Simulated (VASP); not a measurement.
SnC3:

```xyz
4
Lattice="2.9789 0.0000 0.0000 0.0000 2.9789 0.0000 0.0000 0.0000 4.7647" Properties=species:S:1:pos:R:3 pbc="T T T"
C     1.4894    0.0000    3.9107
C     1.4894    1.4894    0.0000
C     0.0000    1.4894    0.8540
Sn    0.0000    0.0000    2.3824
```

This cell differs from its parent crystal: uniaxial z strain +2.6%.

Base run:

- Program: VASP 6.6.1
- Functional: PBE
- Potentials or basis: VASP PAW PBE potentials, release 64 (C, Sn_d)
- Cutoff: 520 eV
- k mesh: 8 × 8 × 6
- Occupations: fermi-dirac, width 0.02 eV
- Spin: no spin polarisation

Its results: band gap on the k mesh 0.01 eV, indirect (least direct gap 0.47 eV); pressure -3.3 GPa; largest force 0.330 eV/Å.

Q: The run is repeated on the same cell with these changes: functional from PBE to r2SCAN; further incar settings from ALGO = Normal; EDIFF = 1e-07; NBANDS = 21 to ALGO = Normal; EDIFF = 1e-06; NBANDS = 21. What comes out?

A: Band gap on the k mesh 0.07 eV, indirect (least direct gap 0.59 eV); pressure -5.7 GPa; largest force 0.010 eV/Å.

Caveats: spin-orbit coupling is left out, which moves the levels of the heavy elements; the PAW data sets were made with another functional, which shifts forces and pressure a little (some runs).

A k mesh can miss the band edges.
